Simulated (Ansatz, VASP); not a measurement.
# Two plane-wave programs on BN

File INCAR:

```
  PREC = Accurate
  ENCUT = 520
  EDIFF = 1E-8
  ISMEAR = 0
  SIGMA = 0.01
  LREAL = F
  LASPH = T
  NELM = 60
  ALGO = Normal
  ISIF = 2
  LWAVE = F
  LCHARG = F
  GGA = PE
  IVDW = 12
  LEFG = T
  NBANDS = 16
```

The input KPOINTS:

```
Automatic mesh
0
Gamma
  12 12 4
```

File POSCAR:

```
BN
1.0
    2.5064295030      0.0000000000      0.0000000000
   -1.2532147515      2.1706316224      0.0000000000
    0.0000000000      0.0000000000      6.6144684677
B N
2 2
Direct
    0.3333333333      0.6666666667      0.2500000000
    0.6666666667      0.3333333333      0.7500000000
    0.3333333333      0.6666666667      0.7500000000
    0.6666666667      0.3333333333      0.2500000000
```

Input for Ansatz:

```yaml
crystal:
  lattice:
    - [2.506429503, 0.0, 0.0]
    - [-1.2532147515, 2.1706316224, 0.0]
    - [0.0, 0.0, 6.6144684677]
  atoms:
    - { symbol: B, position: [0.3333333333, 0.6666666667, 0.25] }
    - { symbol: B, position: [0.6666666667, 0.3333333333, 0.75] }
    - { symbol: "N", position: [0.3333333333, 0.6666666667, 0.75] }
    - { symbol: "N", position: [0.6666666667, 0.3333333333, 0.25] }
basis:
  ecutwfc: 420
kpoints:
  mp_grid: { grid: [12, 12, 4] }
hamiltonian:
  xc: pbe
  dispersion: d3bj
scf:
  occupations: { method: fixed }
output:
  forces: true
  stress: true
  eigenvalues: true
  efg: {}
checkpoint:
  read: start.run
  write: ck
  compress: false
  write_wavefunctions: false
  write_every: 100000
```

Alike in both runs: task electric field gradients; functional PBE; dispersion D3(BJ); k mesh 12 × 12 × 4; no spin polarisation.

|  | VASP | Ansatz |
| --- | --- | --- |
| version | VASP 6.6.1 | Ansatz 0.2.0 |
| potentials or method | VASP PAW PBE potentials, release 64 (B, N), cutoff 520 eV | scalar-relativistic, plane waves, PAW |
| occupations | gaussian, width 0.01 eV | fixed |
| valence electrons in the cell | 16 | 16 |

Ansatz gave:

| Item | Value |
| --- | --- |
| gap on the k mesh at the Fermi level (eV) | 4.27 |
| least direct gap on the mesh (eV) | 4.64 |
| pressure (GPa) | 0.0 |
| traceless stress, the component that is largest in VASP (GPa) | 0.00 |
| size of Vzz on the site where it differs most (V/Å²) | 28.1 |

Question: What did VASP give for the same quantities?

Answer: gap on the k mesh at the Fermi level (eV): 4.27; least direct gap on the mesh (eV): 4.63; pressure (GPa): 0.1; traceless stress, the component that is largest in VASP (GPa): -0.21; size of Vzz on the site where it differs most (V/Å²): 35.0.
